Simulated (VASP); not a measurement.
# Cl (P1) in VASP: single point with PBEsol

Aim: the single point of Cl with PBEsol.

Program: VASP 6.6.1. These are calculated values, not measurements. Logs are shortened: lines on timing, memory, paths and dates and some standing lists are left out, and cuts for length are marked.

## Step 1: The cell of the first run

The typed cell holds 4 atoms: a = 3.908 Å, b = 3.790 Å, c = 8.221 Å, α = 87.16°, β = 89.11°, γ = 71.83°.

## Step 2: Single point, PBEsol (atoms moved at random and the cell strained at random)

Input file INCAR:

```
  ALGO = Normal
  EDIFF = 1E-6
  ENCUT = 520
  GGA = PS
  ISIF = 2
  ISMEAR = 0
  LASPH = True
  LCHARG = False
  LREAL = False
  LWAVE = False
  NBANDS = 22
  NELM = 80
  PREC = Accurate
  SIGMA = 0.02
```

Input file KPOINTS:

```
k-points
0
Gamma
  8 8 4
```

Input file POSCAR:

```
Cl
1.0
    3.1527096000     -2.3083600000      0.0305696000
    3.0798648000      2.2068976000      0.0942304000
    0.1652000000      0.1173746000      8.2189478000
Cl
4
Direct
    0.1475533425      0.8662319139      0.1060871671
    0.6148940591      0.3835770948      0.3943280872
    0.8472596154      0.1515096154      0.8954273608
    0.3902952152      0.5986791438      0.6041585956
```

Potentials or basis: VASP PAW PBE potentials, release 64 (Cl).

Command:

```sh
$ cat potpaw_PBE.64/Cl/POTCAR > POTCAR
$ mpirun -np 1 vasp_std > vasp.out
```

OUTCAR:

```text
EDIFF = 1E-6
   ENCUT = 520
   GGA = PS
   ISIF = 2
   ISMEAR = 0
   LASPH = True
   LREAL = False
   NELM = 80
   PREC = Accurate

 ion  position               nearest neighbor table
   1  0.148  0.866  0.106-   3 2.15
   2  0.615  0.384  0.394-   4 2.01
   3  0.847  0.152  0.895-   1 2.15
   4  0.390  0.599  0.604-   2 2.01

  LATTYP: Found a triclinic cell.
 ALAT       =     3.7900980952
 B/A-ratio  =     1.1916034228
 C/A-ratio  =     2.7741422217
 COS(alpha) =     0.0028845150
 COS(beta)  =     0.5150707688
 COS(gamma) =     0.5693898330

  Lattice vectors:

 A1 = (   3.0798648000,   2.2068976000,   0.0942304000)
 A2 = (  -0.0728448000,   4.5152576000,   0.0636608000)
 A3 = (   6.3977744000,   0.0159122000,   8.3437478000)

Analysis of symmetry for initial positions (statically):
=====================================================================
 Subroutine PRICEL returns:
 Original cell was already a primitive cell.

 Routine SETGRP: Setting up the symmetry group for a
 triclinic supercell.

 Subroutine GETGRP returns: Found  1 space group operations
 (whereof  1 operations were pure point group operations)
 out of a pool of  2 trial point group operations.

The static configuration has the point symmetry C_1 .

Analysis of symmetry for dynamics (positions and initial velocities):
=====================================================================
 Subroutine PRICEL returns:
 Original cell was already a primitive cell.

 Routine SETGRP: Setting up the symmetry group for a
 triclinic supercell.

 Subroutine GETGRP returns: Found  1 space group operations
 (whereof  1 operations were pure point group operations)
 out of a pool of  2 trial point group operations.

The dynamic configuration has the point symmetry C_1 .

 Subroutine INISYM returns: Found  1 space group operations
 (whereof  1 operations are pure point group operations),
 and found     1 'primitive' translations

----------------------------------------------------------------------------------------

                                     Primitive cell

  volume of cell :     115.5462

  direct lattice vectors                    reciprocal lattice vectors
     3.152709600 -2.308360000  0.030569600     0.156883672 -0.218939921 -0.000026670
     3.079864800  2.206897600  0.094230400     0.164227595  0.224212481 -0.006502931
     0.165200000  0.117374600  8.218947800    -0.002466387 -0.001756274  0.121744731

  length of vectors
     3.907561671  3.790098095  8.221445784     0.269345830  0.278000409  0.121782376

  position of ions in fractional coordinates (direct lattice)
     0.147553342  0.866231914  0.106087167
     0.614894059  0.383577095  0.394328087
     0.847259615  0.151509615  0.895427361
     0.390295215  0.598679144  0.604158596

  ion indices of the primitive-cell ions
   primitive index   ion index
                 1           1
                 2           2
                 3           3
                 4           4

----------------------------------------------------------------------------------------

 KPOINTS: k-points

Automatic generation of k-mesh.
 Grid dimensions read from file:
 generate k-points for:    8    8    4

 Generating k-lattice:

  Cartesian coordinates                     Fractional coordinates (reciprocal lattice)
     0.019610459 -0.027367490 -0.000003334     0.125000000  0.000000000  0.000000000
     0.020528449  0.028026560 -0.000812866    -0.000000000  0.125000000  0.000000000
    -0.000616597 -0.000439069  0.030436183    -0.000000000  0.000000000  0.250000000

  Length of vectors
     0.033668229  0.034750051  0.030445594

  Shift w.r.t. Gamma in fractional coordinates (k-lattice)
     0.000000000  0.000000000  0.000000000

 Subroutine IBZKPT returns following result:
 ===========================================

 Found    132 irreducible k-points:

 Following reciprocal coordinates:
            Coordinates               Weight
  0.000000  0.000000  0.000000      1.000000
  0.125000 -0.000000  0.000000      2.000000
  0.250000 -0.000000  0.000000      2.000000
  0.375000 -0.000000 -0.000000      2.000000
  0.500000 -0.000000  0.000000      1.000000
 -0.000000  0.125000 -0.000000      2.000000
[... 16 lines left out ...]
  0.125000  0.375000 -0.000000      2.000000
  0.250000  0.375000 -0.000000      2.000000
 [... further k-points ...]
   k-points           NKPTS =    132   k-points in BZ     NKDIM =    132   number of bands    NBANDS=     22
   number of dos      NEDOS =    301   number of ions     NIONS =      4
   total plane-waves  NPLWV =  53760
   dimension x,y,z NGX =    30 NGY =   28 NGZ =   64
   dimension x,y,z NGXF=    60 NGYF=   56 NGZF=  128
   ions per type =               4
   NGX,Y,Z   is equivalent  to a cutoff of  12.76, 12.28, 12.94 a.u.
   NGXF,Y,Z  is equivalent  to a cutoff of  25.53, 24.56, 25.88 a.u.
 SYSTEM =  unknown system
   PREC   = accura    normal or accurate (medium, high low for compatibility)
   ISTART =      0    job   : 0-new  1-cont  2-samecut
   ICHARG =      2    charge: 1-file 2-atom 10-const
   ISPIN  =      1    spin polarized calculation?
   LNONCOLLINEAR =      F non collinear calculations
   LSORBIT =      F    spin-orbit coupling
   LASPH  =      T    aspherical Exc in radial PAW
   ENCUT  =  520.0 eV  38.22 Ry    6.18 a.u.   7.27  7.05 15.29*2*pi/ulx,y,z
   NELM   =     80;   NELMIN=  2; NELMDL= -5     # of ELM steps
   EDIFF  = 0.1E-05   stopping-criterion for ELM
   LREAL  =      F    real-space projection
   EDIFFG = 0.1E-04   stopping-criterion for IOM
   NSW    =      0    number of steps for IOM
   IBRION =     -1    ionic relax: 0-MD 1-quasi-New 2-CG
   NFREE  =      0    steps in history (QN), initial steepest desc. (CG)
   ISIF   =      2    stress and relaxation
   ISYM   =      2    0-nonsym 1-usesym 2-fastsym
   POTIM  = 0.5000    time-step for ionic-motion
   TEBEG  =    0.0;   TEEND  =   0.0 temperature during run
   PSTRESS=    0.0 pullay stress
   NELECT =      28.0000    total number of electrons
   NUPDOWN=      -1.0000    fix difference up-down
   EMIN   =  10.00;   EMAX   =-10.00  energy-range for DOS
   EFERMI =   0.00;   METHOD = LEGACY
   ISMEAR =     0;   SIGMA  =   0.02  broadening in eV -4-tet -1-fermi 0-gaus
   EFERMI_NEDOS =   21; number of points for ismear=-14 and -15
   IALGO  =     38    algorithm
   IMIX   =      4    mixing-type and parameters
     AMIX     =   0.40;   BMIX     =  1.00
     AMIX_MAG =   1.60;   BMIX_MAG =  1.00
  volume/ion in A,a.u.               =      28.89       194.94
  Fermi-wavevector in a.u.,A,eV,Ry     =   1.020647  1.928743 14.173467  1.041720
  Thomas-Fermi vector in A             =   2.154228
   LORBIT       =      0    0 simple, 1 ext, 2 COOP (PROOUT), +10 PAW based schemes
   GGA     = PS    functional components
   LHFCALC =     F    Hartree Fock is set to
   AEXX    =    0.0000 exact exchange contribution
   IVDW    =     0    specifies the selected vdW correction
   LEPSILON=     F    determine dielectric tensor
   LRPA    =     F    only Hartree local field effects (RPA)
 non-spin polarized calculation
 Gauss-broadening in eV      SIGMA  =   0.02
  energy-cutoff  :      520.00
  volume of cell :      115.55
 maximum number of plane-waves:      3138
 NGX is ok and might be reduce to    30
   NGX = 15   NGY = 15   NGZ = 31

 number of electron      27.9999992 magnetization

 Free energy of the ion-electron system (eV)
  ---------------------------------------------------
  ext. energy  EPLUGINS =         0.00000000
  ---------------------------------------------------
  free energy    TOTEN  =        -7.82474196 eV

  energy without entropy =       -7.82474196  energy(sigma->0) =       -7.82474196

 E-fermi :  -0.4509     XC(G=0):  -7.9767

 val. band max:       -0.5618884869   @ k =   0.5000  -0.0000   0.5000
 cond. band min:       1.2948458525   @ k =   0.0000   0.0000   0.0000
 fundamental gap:      1.8567343394
 Fermi energy:        -0.4509029225

 k-point     1 :       0.0000    0.0000    0.0000
  band No.  band energies     occupation
      1     -17.3672      2.00000
      2     -16.1139      2.00000
      3     -13.4335      2.00000
      4     -12.7635      2.00000
      5      -5.9765      2.00000
      6      -4.7718      2.00000
[... 14 lines left out ...]
     21       9.5254      0.00000
     22       9.6103      0.00000

 k-point     2 :       0.1250   -0.0000    0.0000
  band No.  band energies     occupation
      1     -17.3485      2.00000
      2     -16.0907      2.00000
      3     -13.4114      2.00000
      4     -12.7930      2.00000
      5      -5.9727      2.00000
      6      -4.8322      2.00000
[... 14 lines left out ...]
     21       9.4070      0.00000
     22       9.7224      0.00000

 k-point     3 :       0.2500   -0.0000    0.0000
  band No.  band energies     occupation
      1     -17.3026      2.00000
      2     -16.0333      2.00000
      3     -13.3500      2.00000
      4     -12.8751      2.00000
      5      -5.9565      2.00000
      6      -5.0161      2.00000
[... 14 lines left out ...]
     21       9.5054      0.00000
     22      10.0020      0.00000

 k-point     4 :       0.3750   -0.0000   -0.0000
  band No.  band energies     occupation
      1     -17.2554      2.00000
      2     -15.9736      2.00000
      3     -13.2611      2.00000
      4     -12.9888      2.00000
      5      -5.9131      2.00000
      6      -5.2709      2.00000
[... 14 lines left out ...]
     21       9.9519      0.00000
     22      10.4694      0.00000

 k-point     5 :       0.5000   -0.0000    0.0000
  band No.  band energies     occupation
      1     -17.2356      2.00000
      2     -15.9480      2.00000
      3     -13.1884      2.00000
      4     -13.0729      2.00000
      5      -5.8705      2.00000
      6      -5.4123      2.00000
[... 417 lines left out ...]
 k-point    22 :      -0.0000    0.3750   -0.0000
  band No.  band energies     occupation
      1     -17.2294      2.00000
      2     -15.9688      2.00000
      3     -13.2423      2.00000
      4     -12.9466      2.00000
      5      -5.9057      2.00000
      6      -5.2140      2.00000
[... 14 lines left out ...]
     21       9.7907      0.00000
     22      10.6038      0.00000

 k-point    23 :       0.1250    0.3750   -0.0000
  band No.  band energies     occupation
      1     -17.2319      2.00000
      2     -15.9688      2.00000
      3     -13.2767      2.00000
      4     -12.8662      2.00000
      5      -5.9066      2.00000
      6      -5.0634      2.00000
[... 14 lines left out ...]
     21       9.7233      0.00000
     22      10.0127      0.00000

 k-point    24 :       0.2500    0.3750   -0.0000
  band No.  band energies     occupation
      1     -17.2159      2.00000
      2     -15.9441      2.00000
      3     -13.2819      2.00000
      4     -12.8033      2.00000
      5      -5.8800      2.00000
      6      -4.9539      2.00000
[... 14 lines left out ...]
     21       9.3325      0.00000
     22       9.9394      0.00000

 [... further k-points ...]

------------------------ aborting loop because EDIFF is reached ----------------------------------------

  FORCE on cell =-STRESS in cart. coord.  units (eV):
  Direction    XX          YY          ZZ          XY          YZ          ZX
  --------------------------------------------------------------------------------------
  -------------------------------------------------------------------------------------
  Total        0.1948667     -2.1911507     -3.8006002      0.2135798      1.6990063     -0.2537547
  in kB        2.7020443    -30.3827501    -52.6995622      2.9615221     23.5586188     -3.5185918
  external PRESSURE =     -26.7934227 kB  Pullay stress =       0.0000000 kB

 VOLUME and BASIS-vectors are now :
 -----------------------------------------------------------------------------
  energy-cutoff  :      520.00
  volume of cell :      115.55
      direct lattice vectors                 reciprocal lattice vectors
     3.152709600 -2.308360000  0.030569600     0.156883672 -0.218939921 -0.000026670
     3.079864800  2.206897600  0.094230400     0.164227595  0.224212481 -0.006502931
     0.165200000  0.117374600  8.218947800    -0.002466387 -0.001756274  0.121744731

 POSITION                                       TOTAL-FORCE (eV/Angst)
 -----------------------------------------------------------------------------------
      3.15060      1.58353      0.95806        -0.132548      1.096740     -1.201795
      3.18509     -0.52660      3.29590         0.009213      0.195293      0.254570
      3.28572     -1.51631      7.39965         0.122635     -1.084317      1.188645
      3.17415      0.49119      5.03389         0.000700     -0.207716     -0.241420
 -----------------------------------------------------------------------------------
    total drift:                               -0.000191      0.000185      0.000060

  FREE ENERGIE OF THE ION-ELECTRON SYSTEM (eV)
  ---------------------------------------------------
  free  energy   TOTEN  =        -7.8247419645 eV

  energy  without entropy=       -7.8247419645  energy(sigma->0) =       -7.82474196
```

It took 2.3 min on 1 thread of AMD EPYC 9R45 (Zen 5), shared host; peak memory 0.33 GiB.

Results:

* Free energy: -7.8247 eV
* Pressure: -2.7 GPa
* Largest force: 1.632 eV/Å
* Band gap on the k mesh: 1.86 eV (least direct gap 1.95 eV)

Forces in eV/Å, atoms in the order of the input:
```
Cl  -0.133  1.097 -1.202
Cl   0.009  0.195  0.255
Cl   0.123 -1.084  1.189
Cl   0.001 -0.208 -0.241
```

Levels at points of the mesh, in eV from the valence-band top:
| k point | band 12 | band 13 | band 14 | band 15 | band 16 | band 17 |
| --- | --- | --- | --- | --- | --- | --- |
| (0.00, 0.00, 0.00) | -0.51 | -0.31 | -0.12 | 1.86 | 2.69 | 6.64 |
| (0.50, 0.00, 0.00) | -0.50 | -0.43 | -0.09 | 2.24 | 2.62 | 8.16 |
| (0.00, 0.50, 0.00) | -0.69 | -0.46 | -0.26 | 2.26 | 2.59 | 7.93 |
| (0.50, 0.50, 0.00) | -1.05 | -0.50 | -0.12 | 1.87 | 2.46 | 8.31 |
| (0.00, 0.00, 0.50) | -0.72 | -0.31 | -0.13 | 2.04 | 2.40 | 6.94 |
| (0.50, 0.00, 0.50) | -0.36 | -0.21 | 0.00 | 1.95 | 2.60 | 8.22 |
| (0.00, 0.50, 0.50) | -0.61 | -0.27 | -0.09 | 1.99 | 2.58 | 8.14 |
| (0.50, 0.50, 0.50) | -0.81 | -0.76 | -0.50 | 1.95 | 2.33 | 8.31 |

Caveat: the cell differs from its parent crystal (atoms moved at random and the cell strained at random); the stress differs along the axes, from -5 to 0 GPa; this functional lacks dispersion, which holds the molecules together, so the pressure and a relaxed volume are unreliable; the PAW data sets were made with another functional, which shifts forces and pressure a little. A k mesh can miss the band edges.
